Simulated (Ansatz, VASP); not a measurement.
## Sr2HfO2: VASP beside Ansatz

```
Sr Hf O
1.0
     4.71033    0.00000    0.00000
     0.00000    4.71033    0.00000
     0.00000    0.00000    6.12778
Sr Hf O
2 1 2
Cartesian
  0.0000 0.0000 0.0000
  2.3552 2.3552 0.0000
  2.3552 2.3552 3.0639
  0.0000 0.0000 3.7634
  0.0000 0.0000 2.3643
```

Alike in both runs: functional PBE; k mesh 4 × 4 × 4; occupations gaussian, width 0.1 eV; no spin polarisation.

Ansatz relaxed the structure, and its values are those at the end. VASP's run is a single point on that final structure, the one shown.

```csv
,VASP,Ansatz
version,VASP 6.6.1,Ansatz 0.2.0
potentials or method,"VASP PAW PBE potentials, release 64 (Sr_sv, Hf_pv, O), cutoff 520 eV","scalar-relativistic, plane waves, PAW"
valence electrons in the cell,42,58
```

|  | VASP | Ansatz | Ansatz less VASP |
| --- | --- | --- | --- |
| gap on the k mesh at the Fermi level (eV) | none | none | - |
| pressure (GPa) | 0.3 | 0.2 | -0.19 |
| rms of the force components (eV/Å) | 0.084 | 0.005 | -0.0787 |

A gap of «none» marks a metal or a gap that the smearing closes. With one functional, cell and mesh, what is left measures potentials, basis and numerics. VASP's potentials hold 42 valence electrons a cell and Ansatz's 58, so a difference there can come from the potentials and not from the codes.

Neither program's run includes spin-orbit coupling.
